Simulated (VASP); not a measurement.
## N: single point with PBE

The system is N.

```
N
1.0
     2.55263    0.00000    0.00000
    -1.27631    2.21064    0.00000
     0.00000    0.00000    2.47819
N
2
Direct
  0.33333 0.66667 0.75000
  0.66667 0.33333 0.25000
```

This cell differs from its parent crystal: volume scaled by 1.04.

```json
{
  "Program": "VASP 6.6.1",
  "Task": "single point",
  "Functional": "PBE",
  "Potentials or basis": "VASP PAW PBE potentials, release 64 (N)",
  "Cutoff": "520 eV",
  "k mesh": "12 × 12 × 11",
  "Occupations": "fermi-dirac, width 0.05 eV",
  "Spin": "no spin polarisation"
}
```

The pressure is 1.9 GPa. The band gap on the k mesh is zero (band 5 reaches 7.47 eV, above the bottom of band 6 at 3.69 eV).

Stress tensor (GPa, compression positive):
```
 6.57  0.00  0.00
 0.00  6.57  0.00
 0.00  0.00 -7.40
```

Levels at points of the mesh, in eV from the Fermi level:
| k point | band 2 | band 3 | band 4 | band 5 | band 6 | band 7 | band 8 | band 9 |
| --- | --- | --- | --- | --- | --- | --- | --- | --- |
| (0.00, 0.00, 0.00) | -6.05 | -4.55 | -2.22 | -2.22 | 2.76 | 2.76 | 5.90 | 14.62 |
| (0.50, 0.00, 0.00) | -14.13 | -4.73 | -2.34 | -1.39 | 1.69 | 2.56 | 4.88 | 13.67 |

Run time: 7.3 s on 1 thread of Intel(R) Xeon(R) Platinum 8488C (Sapphire Rapids), on a shared host, peak memory 0.12 GiB.
